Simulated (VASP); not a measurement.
# ZnS (F-43m) in VASP: further runs, part 2 of 2

VASP 6.6.1.

## Step 3: Relaxation of cell and atoms, PBEsol

This run uses another cell than the first one, of 19.73 Å³/atom, 1.027 times its volume.

INCAR

```
SYSTEM = ZnS
PREC = Accurate
ENCUT = 600
EDIFF = 1E-6
ISMEAR = 0
SIGMA = 0.02
LREAL = .FALSE.
LASPH = .TRUE.
NELM = 80
ALGO = Normal
ISIF = 3
LWAVE = .FALSE.
LCHARG = .FALSE.
GGA = PS
IBRION = 2
NSW = 100
EDIFFG = -0.005
```

KPOINTS

```
regular mesh
0
G
  10 10 10
  0 0 0
```

POSCAR

```
ZnS
1.0
    0.0000000000      2.7020000000      2.7020000000
    2.7020000000      0.0000000000      2.7020000000
    2.7020000000      2.7020000000      0.0000000000
Zn S
1 1
Direct
    0.0000000000      0.0000000000      0.0000000000
    0.2500000000      0.2500000000      0.2500000000
```

Potentials or basis: VASP PAW PBE potentials, release 64 (Zn, S).

Run with:

```bash
cat potpaw_PBE.64/Zn/POTCAR potpaw_PBE.64/S/POTCAR > POTCAR
mpirun -np 1 vasp_std > vasp.out
```

It took 26 s on 1 thread of Intel Xeon Platinum 8488C (Sapphire Rapids), shared host; peak memory 0.2 GiB.

The run converged. Its results:

| Quantity | Value |
| --- | --- |
| Free energy | -7.5893 eV |
| Relaxed volume | 19.26 Å³/atom |
| Relaxed cell | a = 3.791 Å, b = 3.791 Å, c = 3.791 Å, α = 60.00°, β = 60.00°, γ = 60.00° |
| Space group after relaxing (to 0.05 Å) | F-43m (No. 216) |
| Energy gained by relaxing | 2.7 meV/atom |
| Ionic steps | 3 |
| Pressure after relaxing | 0.0 GPa |
| Band gap on the k mesh | 2.08 eV, direct |

The path:
| step | energy change (eV) | largest force (eV/Å) | pressure (GPa) | volume (Å³) |
| --- | --- | --- | --- | --- |
| 1 | 0.0000 | 0.0000 | -1.73 | 39.45 |
| 2 | -0.0049 | 0.0000 | 0.60 | 38.25 |
| 3 | -0.0054 | 0.0000 | -0.03 | 38.51 |

Final structure:
```xyz
2
Lattice="0.0000 2.6803 2.6803 2.6803 0.0000 2.6803 2.6803 2.6803 0.0000" Properties=species:S:1:pos:R:3 pbc="T T T"
Zn    0.0000    0.0000    0.0000
S     1.3402    1.3402    1.3402
```

Levels at points of the mesh, in eV from the valence-band top:
```tsv
k point	band 7	band 8	band 9	band 10	band 11	band 12
(0.00, 0.00, 0.00)	0.00	0.00	0.00	2.08	6.29	6.29
(0.50, 0.00, 0.00)	-5.52	-0.91	-0.91	3.24	6.82	6.82
(0.50, 0.50, 0.00)	-4.70	-2.34	-2.34	3.18	3.96	11.00
```

Caveat: the PAW data sets were made with another functional, which shifts forces and pressure a little. A hybrid or GW would open this gap; PBEsol tends to underestimate it.

## Step 4: Single point, PBEsol

This run uses another cell than the first one, of 19.73 Å³/atom, 1.027 times its volume.

INCAR

```
SYSTEM = ZnS
PREC = Accurate ; ENCUT = 500
EDIFF = 1E-6 ; ISMEAR = 0
SIGMA = 0.1 ; LREAL = .False.
LASPH = .True. ; NELM = 120
ALGO = Normal ; ISIF = 2
LWAVE = .False. ; LCHARG = .False.
GGA = PS ; NBANDS = 16
GGA_COMPAT = .False.
```

KPOINTS

```
Automatic mesh
0
Gamma
  6 6 6
  0 0 0
```

POSCAR is that of step 3.

Run with:

```bash
cat potpaw_PBE.64/Zn/POTCAR potpaw_PBE.64/S/POTCAR > POTCAR
mpirun -np 1 vasp_std > vasp.out
```

It took 6.3 s on 1 thread of Intel Xeon 6975P-C (Granite Rapids), shared host; peak memory 0.15 GiB.

It converged, with:

```yaml
Free_energy: -7.5801 eV
Pressure: -1.8 GPa
Band_gap_on_the_k_mesh: 1.98 eV, direct
```

Levels at points of the mesh, in eV from the valence-band top:
```
           k point  band 5  band 6  band 7  band 8  band 9  band 10  band 11  band 12  band 13  band 14
(0.00, 0.00, 0.00)   -5.87   -5.87    0.00    0.00    0.00     1.98     6.31     6.31     6.31    11.64
(0.50, 0.00, 0.00)   -5.84   -5.67   -5.36   -0.88   -0.88     3.19     6.83     6.83     8.70    11.96
(0.50, 0.50, 0.00)   -5.80   -5.66   -4.61   -2.25   -2.25     3.24     3.97    10.83    11.88    11.88
```

Caveat: the PAW data sets were made with another functional, which shifts forces and pressure a little. As with any semilocal functional, this PBEsol gap is likely too small.

## Step 5: Single point, PBEsol

INCAR

```
SYSTEM = ZnS
PREC = Accurate
ENCUT = 500
EDIFF = 1E-6
ISMEAR = 0
SIGMA = 0.02
LREAL = .FALSE.
LASPH = .TRUE.
NELM = 120
ALGO = Normal
ISIF = 2
LWAVE = .FALSE.
LCHARG = .FALSE.
GGA = PS
NBANDS = 16
GGA_COMPAT = .FALSE.
```

KPOINTS

```
regular mesh
0
G
  10 10 10
  0 0 0
```

POSCAR

```
ZnS
1.0
    0.0000000000      2.6777701718      2.6777701718
    2.6777701718      0.0000000000      2.6777701718
    2.6777701718      2.6777701718      0.0000000000
Zn S
1 1
Direct
    0.0000000000      0.0000000000      0.0000000000
    0.2500000000      0.2500000000      0.2500000000
```

Run with:

```bash
cat potpaw_PBE.64/Zn/POTCAR potpaw_PBE.64/S/POTCAR > POTCAR
mpirun -np 1 vasp_std > vasp.out
```

Wall time 11 s (1 thread of Intel Xeon 6975P-C (Granite Rapids), shared host); peak memory 0.16 GiB.

Results (log left out):

* Free energy: -7.5887 eV
* Pressure: 0.2 GPa
* Band gap on the k mesh: 2.10 eV, direct

Levels at points of the mesh, in eV from the valence-band top:
| k point | band 7 | band 8 | band 9 | band 10 | band 11 | band 12 |
| --- | --- | --- | --- | --- | --- | --- |
| (0.00, 0.00, 0.00) | 0.00 | 0.00 | 0.00 | 2.09 | 6.29 | 6.29 |
| (0.50, 0.00, 0.00) | -5.54 | -0.92 | -0.92 | 3.25 | 6.82 | 6.82 |
| (0.50, 0.50, 0.00) | -4.71 | -2.35 | -2.35 | 3.18 | 3.96 | 11.03 |

Caveat: the PAW data sets were made with another functional, which shifts forces and pressure a little. PBEsol gaps usually lie below the measured ones, often by a third to a half.

## Step 6: Single point, r2SCAN

POSCAR is that of step 5.

INCAR.step1

```
PREC = Accurate ; ENCUT = 550
ISMEAR = 0 ; SIGMA = 0.02
LREAL = F ; LASPH = T
NELM = 120 ; NBANDS = 16
GGA = PE ; ALGO = Normal
EDIFF = 1E-5 ; LWAVE = T
LCHARG = F ; GGA_COMPAT = F
```

INCAR.step2

```
PREC = Accurate ; ENCUT = 550
EDIFF = 1E-6 ; ISMEAR = 0
SIGMA = 0.02 ; LREAL = F
LASPH = T ; NELM = 120
ALGO = Normal ; ISIF = 2
LWAVE = F ; LCHARG = F
METAGGA = R2SCAN ; LMIXTAU = T
NBANDS = 16 ; ISTART = 1
GGA_COMPAT = F
```

KPOINTS

```
regular mesh
0
Gamma
  10 10 10
```

Potentials or basis: VASP PAW PBE potentials, release 64 (Zn, S).

Run with:

```bash
cat potpaw_PBE.64/Zn/POTCAR potpaw_PBE.64/S/POTCAR > POTCAR
cp INCAR.step1 INCAR
mpirun -np 1 vasp_std > vasp.out
cp INCAR.step2 INCAR
mpirun -np 1 vasp_std > vasp.out
```

OUTCAR:

```text
PREC = Accurate
   ENCUT = 550
   EDIFF = 1E-6
   ISMEAR = 0
   LREAL = F
   LASPH = T
   NELM = 120
   ISIF = 2
   METAGGA = R2SCAN
   ISTART = 1

 ion  position               nearest neighbor table
   1  0.000  0.000  0.000-   2 2.32   2 2.32   2 2.32   2 2.32
   2  0.250  0.250  0.250-   1 2.32   1 2.32   1 2.32   1 2.32

  LATTYP: Found a face centered cubic cell.
 ALAT       =     5.3555403436

  Lattice vectors:

[... 192 lines left out ...]
      5      -3.9412      2.00000
      6      -3.9412      2.00000
[... 433 lines left out ...]
      3      -4.2483      2.00000
      4      -4.2369      2.00000
      5      -3.9208      2.00000
      6      -3.8781      2.00000
[... 8 lines left out ...]
     15      16.1524      0.00000
     16      18.9190      0.00000

 [... further k-points ...]
[... 5 lines left out ...]
  --------------------------------------------------------------------------------------
  -------------------------------------------------------------------------------------
  Total        0.3619731      0.3619731      0.3619731      0.0000000     -0.0000000      0.0000000
  in kB       15.1020866     15.1020866     15.1020866      0.0000000     -0.0000000      0.0000000
  external PRESSURE =      15.1020866 kB  Pullay stress =       0.0000000 kB

 VOLUME and BASIS-vectors are now :
 -----------------------------------------------------------------------------
  energy-cutoff  :      550.00
  volume of cell :       38.40
      direct lattice vectors                 reciprocal lattice vectors
     0.000000000  2.677770172  2.677770172    -0.186722522  0.186722522  0.186722522
     2.677770172  0.000000000  2.677770172     0.186722522 -0.186722522  0.186722522
     2.677770172  2.677770172  0.000000000     0.186722522  0.186722522 -0.186722522

 POSITION                                       TOTAL-FORCE (eV/Angst)
 -----------------------------------------------------------------------------------
      0.00000      0.00000      0.00000         0.000000      0.000000     -0.000000
      1.33889      1.33889      1.33889        -0.000000      0.000000      0.000000
 -----------------------------------------------------------------------------------
    total drift:                               -0.000001     -0.000001     -0.000001

  FREE ENERGIE OF THE ION-ELECTRON SYSTEM (eV)
  ---------------------------------------------------
  free  energy   TOTEN  =       -18.8632190085 eV

  energy  without entropy=      -18.8632190085  energy(sigma->0) =      -18.86321901
```

OUTCAR.step1:

```text
PREC = Accurate
   ENCUT = 550
   ISMEAR = 0
   LREAL = F
   LASPH = T
[... 677 lines left out ...]
 -----------------------------------------------------------------------------------
      0.00000      0.00000      0.00000         0.000000      0.000000      0.000000
      1.33889      1.33889      1.33889        -0.000000     -0.000000     -0.000000
 -----------------------------------------------------------------------------------
    total drift:                               -0.000000     -0.000000     -0.000000

  FREE ENERGIE OF THE ION-ELECTRON SYSTEM (eV)
  ---------------------------------------------------
  free  energy   TOTEN  =        -6.8285104905 eV

  energy  without entropy=       -6.8285104905  energy(sigma->0) =       -6.82851049
```

It took 66 s on 1 thread of Intel Xeon 6975P-C (Granite Rapids), shared host; peak memory 0.18 GiB.

Results:

| Property | Result |
| --- | --- |
| Free energy | -18.8632 eV |
| Pressure | 1.5 GPa |
| Band gap on the k mesh | 2.80 eV, direct |

Caveat: the PAW data sets were made with another functional, which shifts forces and pressure a little.

## Step 7: Overview

| task | level | cell | k mesh | cutoff (eV) | smearing | gap on the mesh (eV) | pressure (GPa) |
| --- | --- | --- | --- | --- | --- | --- | --- |
| single point | PBEsol | a = 3.787 Å, angles 60.0°, 2 atoms | 10 × 10 × 10 | 520 | gaussian 0.02 eV | 2.10 | 0.2 |
| relaxation of cell and atoms | PBEsol | relaxed from a = 3.821 Å, angles 60.0°, 2 atoms | 10 × 10 × 10 | 600 | gaussian 0.02 eV | 2.08 | 0.0 |
| single point | PBEsol | a = 3.821 Å, angles 60.0°, 2 atoms | 6 × 6 × 6 | 500 | gaussian 0.1 eV | 1.98 | -1.8 |
| single point | PBEsol | a = 3.787 Å, angles 60.0°, 2 atoms | 10 × 10 × 10 | 500 | gaussian 0.02 eV | 2.10 | 0.2 |
| single point | r2SCAN | a = 3.787 Å, angles 60.0°, 2 atoms | 10 × 10 × 10 | 550 | gaussian 0.02 eV | 2.80 | 1.5 |

Alike in all rows: potentials or basis VASP PAW PBE potentials, release 64 (Zn, S); no spin polarisation.

On the cell as given the gap runs from 2.10 eV (PBEsol) to 2.80 eV (r2SCAN). The pressure there spans 0.2 GPa (PBEsol) to 1.5 GPa (r2SCAN); a positive pressure means that this level wants a larger cell, a negative one a smaller.

Caveats: the PAW data sets were made with another functional, which shifts forces and pressure a little.

Absolute energies hang on the potentials; compare differences alone.
